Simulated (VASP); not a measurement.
# HfO2 in VASP: further runs, part 2 of 2

VASP 6.6.1. The steps go on from the part before.

**5. Single point, PBE**

This run uses another cell than the first one, of 10.16 Å³/atom, 0.896 times its volume.

Input file INCAR:

```
SYSTEM = HfO2
PREC = Accurate ; ENCUT = 520
EDIFF = 1E-6 ; ISMEAR = 0
SIGMA = 0.05 ; LREAL = .FALSE.
LASPH = .TRUE. ; NELM = 80
ALGO = Normal ; ISIF = 2
LWAVE = .FALSE. ; LCHARG = .TRUE.
GGA = PE ; LELF = .TRUE.
LVHAR = .TRUE. ; NBANDS = 18
```

Input file KPOINTS:

```
regular mesh
0
G
  8 8 8
  0 0 0
```

Input file POSCAR:

```
HfO2
1.0
   -0.0659947932      2.4464973348      2.4464973348
    2.4464973348     -0.0659947932      2.4464973348
    2.4464973348      2.4464973348     -0.0659947932
Hf O
1 2
Direct
    0.0000000000      0.0000000000      0.0000000000
    0.2500000000      0.2500000000      0.2500000000
    0.7500000000      0.7500000000      0.7500000000
```

Potentials or basis: VASP PAW PBE potentials, release 64 (Hf_pv, O).

Launch:

```console
$ cat potpaw_PBE.64/Hf_pv/POTCAR potpaw_PBE.64/O/POTCAR > POTCAR
$ mpirun -np 1 vasp_std > vasp.out
```

OUTCAR:

```text
SYSTEM = HfO2
   PREC = Accurate
   ENCUT = 520
   EDIFF = 1E-6
   ISMEAR = 0
   LREAL = .FALSE.
   LASPH = .TRUE.
   NELM = 80
   ISIF = 2
   GGA = PE

 ion  position               nearest neighbor table
   1  0.000  0.000  0.000-   2 2.09   3 2.09   3 2.17   3 2.17   3 2.17   2 2.17   2 2.17   2 2.17

   2  0.250  0.250  0.250-   1 2.09   1 2.17   1 2.17   1 2.17
   3  0.750  0.750  0.750-   1 2.09   1 2.17   1 2.17   1 2.17

  LATTYP: Found a trigonal (rhomboedric) cell.
 ALAT       =     3.4604990581
 COS(alpha) =     0.4728527458

  Lattice vectors:

 A1 = (  -0.0659947932,   2.4464973348,   2.4464973348)
 A2 = (   2.4464973348,  -0.0659947932,   2.4464973348)
 A3 = (   2.4464973348,   2.4464973348,  -0.0659947932)

Analysis of symmetry for initial positions (statically):
=====================================================================
 Subroutine PRICEL returns:
 Original cell was already a primitive cell.

 Routine SETGRP: Setting up the symmetry group for a
 trigonal (rhombohedral) supercell.

 Subroutine GETGRP returns: Found 12 space group operations
 (whereof 12 operations were pure point group operations)
 out of a pool of 12 trial point group operations.

The static configuration has the point symmetry D_3d.

Analysis of symmetry for dynamics (positions and initial velocities):
=====================================================================
 Subroutine PRICEL returns:
 Original cell was already a primitive cell.

 Routine SETGRP: Setting up the symmetry group for a
 trigonal (rhombohedral) supercell.

 Subroutine GETGRP returns: Found 12 space group operations
 (whereof 12 operations were pure point group operations)
 out of a pool of 12 trial point group operations.

The dynamic configuration has the point symmetry D_3d.

 Subroutine INISYM returns: Found 12 space group operations
 (whereof 12 operations are pure point group operations),
 and found     1 'primitive' translations

----------------------------------------------------------------------------------------

                                     Primitive cell

  volume of cell :      30.4710

  direct lattice vectors                    reciprocal lattice vectors
    -0.065994793  2.446497335  2.446497335    -0.196284792  0.201726405  0.201726405
     2.446497335 -0.065994793  2.446497335     0.201726405 -0.196284792  0.201726405
     2.446497335  2.446497335 -0.065994793     0.201726405  0.201726405 -0.196284792

  length of vectors
     3.460499058  3.460499058  3.460499058     0.346287171  0.346287171  0.346287171

  position of ions in fractional coordinates (direct lattice)
     0.000000000  0.000000000  0.000000000
     0.250000000  0.250000000  0.250000000
     0.750000000  0.750000000  0.750000000

  ion indices of the primitive-cell ions
   primitive index   ion index
                 1           1
                 2           2
                 3           3

----------------------------------------------------------------------------------------

 KPOINTS: regular mesh

Automatic generation of k-mesh.
 Grid dimensions read from file:
 generate k-points for:    8    8    8

 Generating k-lattice:

  Cartesian coordinates                     Fractional coordinates (reciprocal lattice)
    -0.024535599  0.025215801  0.025215801     0.125000000  0.000000000  0.000000000
     0.025215801 -0.024535599  0.025215801     0.000000000  0.125000000  0.000000000
     0.025215801  0.025215801 -0.024535599     0.000000000  0.000000000  0.125000000

  Length of vectors
     0.043285896  0.043285896  0.043285896

  Shift w.r.t. Gamma in fractional coordinates (k-lattice)
     0.000000000  0.000000000  0.000000000

 Subroutine IBZKPT returns following result:
 ===========================================

 Found     65 irreducible k-points:

 Following reciprocal coordinates:
            Coordinates               Weight
  0.000000  0.000000  0.000000      1.000000
  0.125000  0.000000  0.000000      6.000000
  0.250000  0.000000  0.000000      6.000000
  0.375000  0.000000 -0.000000      6.000000
  0.500000  0.000000  0.000000      3.000000
  0.125000  0.125000  0.000000      6.000000
[... 16 lines left out ...]
  0.250000  0.125000  0.125000      6.000000
  0.375000  0.125000  0.125000      6.000000
 [... further k-points ...]
   k-points           NKPTS =     65   k-points in BZ     NKDIM =     65   number of bands    NBANDS=     18
   number of dos      NEDOS =    301   number of ions     NIONS =      3
   total plane-waves  NPLWV =  21952
   dimension x,y,z NGX =    28 NGY =   28 NGZ =   28
   dimension x,y,z NGXF=    56 NGYF=   56 NGZF=   56
   ions per type =               1   2
   NGX,Y,Z   is equivalent  to a cutoff of  13.45, 13.45, 13.45 a.u.
   NGXF,Y,Z  is equivalent  to a cutoff of  26.90, 26.90, 26.90 a.u.
 SYSTEM =  HfO2
   PREC   = accura    normal or accurate (medium, high low for compatibility)
   ISTART =      0    job   : 0-new  1-cont  2-samecut
   ICHARG =      2    charge: 1-file 2-atom 10-const
   ISPIN  =      1    spin polarized calculation?
   LNONCOLLINEAR =      F non collinear calculations
   LSORBIT =      F    spin-orbit coupling
   LASPH  =      T    aspherical Exc in radial PAW
   ENCUT  =  520.0 eV  38.22 Ry    6.18 a.u.   6.43  6.43  6.43*2*pi/ulx,y,z
   NELM   =     80;   NELMIN=  2; NELMDL= -5     # of ELM steps
   EDIFF  = 0.1E-05   stopping-criterion for ELM
   LREAL  =      F    real-space projection
   EDIFFG = 0.1E-04   stopping-criterion for IOM
   NSW    =      0    number of steps for IOM
   IBRION =     -1    ionic relax: 0-MD 1-quasi-New 2-CG
   NFREE  =      0    steps in history (QN), initial steepest desc. (CG)
   ISIF   =      2    stress and relaxation
   ISYM   =      2    0-nonsym 1-usesym 2-fastsym
   POTIM  = 0.5000    time-step for ionic-motion
   TEBEG  =    0.0;   TEEND  =   0.0 temperature during run
   PSTRESS=    0.0 pullay stress
   NELECT =      22.0000    total number of electrons
   NUPDOWN=      -1.0000    fix difference up-down
   EMIN   =  10.00;   EMAX   =-10.00  energy-range for DOS
   EFERMI =   0.00;   METHOD = LEGACY
   ISMEAR =     0;   SIGMA  =   0.05  broadening in eV -4-tet -1-fermi 0-gaus
   EFERMI_NEDOS =   21; number of points for ismear=-14 and -15
   IALGO  =     38    algorithm
   IMIX   =      4    mixing-type and parameters
     AMIX     =   0.40;   BMIX     =  1.00
     AMIX_MAG =   1.60;   BMIX_MAG =  1.00
  volume/ion in A,a.u.               =      10.16        68.54
  Fermi-wavevector in a.u.,A,eV,Ry     =   1.468656  2.775358 29.347102  2.156951
  Thomas-Fermi vector in A             =   2.584128
   LORBIT       =      0    0 simple, 1 ext, 2 COOP (PROOUT), +10 PAW based schemes
   GGA     = PE    functional components
   LHFCALC =     F    Hartree Fock is set to
   AEXX    =    0.0000 exact exchange contribution
   IVDW    =     0    specifies the selected vdW correction
   LEPSILON=     F    determine dielectric tensor
   LRPA    =     F    only Hartree local field effects (RPA)
 non-spin polarized calculation
 Gauss-broadening in eV      SIGMA  =   0.05
  energy-cutoff  :      520.00
  volume of cell :       30.47
 maximum number of plane-waves:       845
 NGX is ok and might be reduce to    28
   NGX = 13   NGY = 13   NGZ = 13

 number of electron      22.0000001 magnetization

 Free energy of the ion-electron system (eV)
  ---------------------------------------------------
  ext. energy  EPLUGINS =         0.00000000
  ---------------------------------------------------
  free energy    TOTEN  =       -30.08859816 eV

  energy without entropy =      -30.08859816  energy(sigma->0) =      -30.08859816

 E-fermi :   5.1307     XC(G=0): -12.2006

 val. band max:        4.8573235376   @ k =   0.5000   0.5000   0.0000
 cond. band min:       8.8572815391   @ k =   0.5000   0.5000   0.0000
 fundamental gap:      3.9999580015
 Fermi energy:         5.1307407809

 k-point     1 :       0.0000    0.0000    0.0000
  band No.  band energies     occupation
      1     -24.5157      2.00000
      2     -24.5157      2.00000
      3     -24.5101      2.00000
      4     -14.2996      2.00000
      5     -10.9156      2.00000
      6      -0.9377      2.00000
[... 10 lines left out ...]
     17      16.5155      0.00000
     18      18.7629      0.00000
[... 466 lines left out ...]
      2     -24.6127      2.00000
      3     -24.5508      2.00000
      4     -13.0946      2.00000
      5     -11.7246      2.00000
      6      -0.3020      2.00000
[... 10 lines left out ...]
     17      15.8165      0.00000
     18      18.2613      0.00000

 [... further k-points ...]

------------------------ aborting loop because EDIFF is reached ----------------------------------------

  FORCE on cell =-STRESS in cart. coord.  units (eV):
  Direction    XX          YY          ZZ          XY          YZ          ZX
  --------------------------------------------------------------------------------------
  -------------------------------------------------------------------------------------
  Total        3.9199437      3.9199437      3.9199437      0.7729728      0.7729728      0.7729728
  in kB      206.1122017    206.1122017    206.1122017     40.6432196     40.6432196     40.6432196
  external PRESSURE =     206.1122017 kB  Pullay stress =       0.0000000 kB

 VOLUME and BASIS-vectors are now :
 -----------------------------------------------------------------------------
  energy-cutoff  :      520.00
  volume of cell :       30.47
      direct lattice vectors                 reciprocal lattice vectors
    -0.065994793  2.446497335  2.446497335    -0.196284792  0.201726405  0.201726405
     2.446497335 -0.065994793  2.446497335     0.201726405 -0.196284792  0.201726405
     2.446497335  2.446497335 -0.065994793     0.201726405  0.201726405 -0.196284792

 POSITION                                       TOTAL-FORCE (eV/Angst)
 -----------------------------------------------------------------------------------
      0.00000      0.00000      0.00000        -0.000000     -0.000000     -0.000000
      1.20675      1.20675      1.20675         0.334675      0.334675      0.334675
      3.62025      3.62025      3.62025        -0.334675     -0.334675     -0.334675
 -----------------------------------------------------------------------------------
    total drift:                                0.000000      0.000000      0.000000

  FREE ENERGIE OF THE ION-ELECTRON SYSTEM (eV)
  ---------------------------------------------------
  free  energy   TOTEN  =       -30.0885981633 eV

  energy  without entropy=      -30.0885981633  energy(sigma->0) =      -30.08859816
```

Wall time 32 s (1 thread of AMD EPYC 7R13 (Zen 3), shared host); peak memory 0.15 GiB.

What came out:

```yaml
Free_energy: -30.0886 eV
Pressure: 20.6 GPa
Largest_force: 0.580 eV/Å
Band_gap_on_the_k_mesh: 4.00 eV, direct
```

Forces in eV/Å, atoms in the order of the input:
```
Hf   0.000  0.000  0.000
O    0.335  0.335  0.335
O   -0.335 -0.335 -0.335
```

Stress tensor (GPa, compression positive):
```
20.61  4.06  4.06
 4.06 20.61  4.06
 4.06  4.06 20.61
```

Levels at points of the mesh, in eV from the valence-band top:
```csv
k point,band 7,band 8,band 9,band 10,band 11,band 12,band 13,band 14,band 15,band 16
"(0.00, 0.00, 0.00)",-5.79,-5.71,-0.65,-0.63,-0.63,4.06,4.06,6.38,11.13,11.13
"(0.50, 0.00, 0.00)",-4.66,-3.10,-2.90,-1.96,-1.79,4.71,4.99,7.49,9.32,9.96
"(0.50, 0.50, 0.00)",-3.71,-3.48,-1.83,-1.46,0.00,4.00,5.90,7.19,8.50,9.15
"(0.50, 0.50, 0.50)",-4.61,-3.30,-2.77,-1.96,-1.96,4.97,4.97,8.09,9.26,9.89
```

Caveat: spin-orbit coupling is left out, which moves the levels of the heavy elements.

**6. Overview**

| cell | gap on the mesh (eV) | pressure (GPa) |
| --- | --- | --- |
| a = 3.637 Å, angles 60.0°, 3 atoms | 3.68 | -9.5 |
| a = 3.668 Å, angles 60.0°, 3 atoms | 3.61 | -14.6 |
| a = 3.698 Å, angles 60.0°, 3 atoms | 3.54 | -19.0 |
| a = 3.460 Å, angles 61.8°, 3 atoms | 4.00 | 20.6 |

Alike in all rows: task single point; level PBE; potentials or basis VASP PAW PBE potentials, release 64 (Hf_pv, O); no spin polarisation; k mesh 8 × 8 × 8; cutoff (eV) 520; smearing gaussian 0.05 eV.

Caveats: spin-orbit coupling is left out, which moves the levels of the heavy elements.

Absolute energies hang on the potentials; compare differences alone.
